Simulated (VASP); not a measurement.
Set up this calculation in VASP 6.6.1, as the native input.

```yaml
Task: single point
Functional: LDA
Potentials_or_basis: VASP PAW LDA potentials, release 64 (I)
Cutoff: 520 eV
k_mesh: 10 × 10 × 10
Occupations: fermi-dirac, width 0.136057 eV
Spin: no spin polarisation
Dipole_correction: no
Further_INCAR_settings: ALGO = Normal; EDIFF = 1e-06; NBANDS = 10
```

The structure of I lies in POSCAR:

```
I
1.0
    3.3529564752      0.0000000000      0.0000000000
    0.0000000000      3.3529564752      0.0000000000
    0.0000000000      0.0000000000      3.3529564752
I
1
Direct
    0.0000000000      0.0000000000      0.0000000000
```

These files were run (other wordings do the same):

INCAR

```
SYSTEM = I
ALGO     = Normal         ! electronic algorithm
EDIFF    = 1E-6           ! SCF threshold, eV
ENCUT    = 520            ! plane-wave cutoff, eV
ISIF     = 2              ! what is computed and relaxed
ISMEAR   = -1             ! smearing method
LASPH    = .TRUE.         ! aspherical terms in the spheres
LCHARG   = .FALSE.        ! write CHGCAR
LREAL    = .FALSE.        ! projectors in reciprocal space
LWAVE    = .FALSE.        ! write WAVECAR
NBANDS   = 10             ! bands
NELM     = 100            ! most SCF steps
PREC     = Accurate       ! precision mode
SIGMA    = 0.13605693000000002 ! smearing width, eV
```

KPOINTS

```
k-points
0
G
  10 10 10
  0 0 0
```

Potentials or basis: VASP PAW LDA potentials, release 64 (I).

Command:

```bash
$ cat potpaw_LDA.64/I/POTCAR > POTCAR
$ mpirun -np 1 vasp_std > vasp.out
```

Results of the run:

```yaml
Pressure: -0.1 GPa
Band_gap_on_the_k_mesh: zero (an odd number of electrons rules out a gap without spin polarisation)
```

Caveat: spin-orbit coupling is left out, which moves the levels of the heavy elements; an odd number of electrons without spin polarisation forces a metal; a magnetic or distorted state may lie lower.

Wall time 23 s on 1 thread of Intel Xeon 8259CL (shared host), peak memory 0.15 GiB.
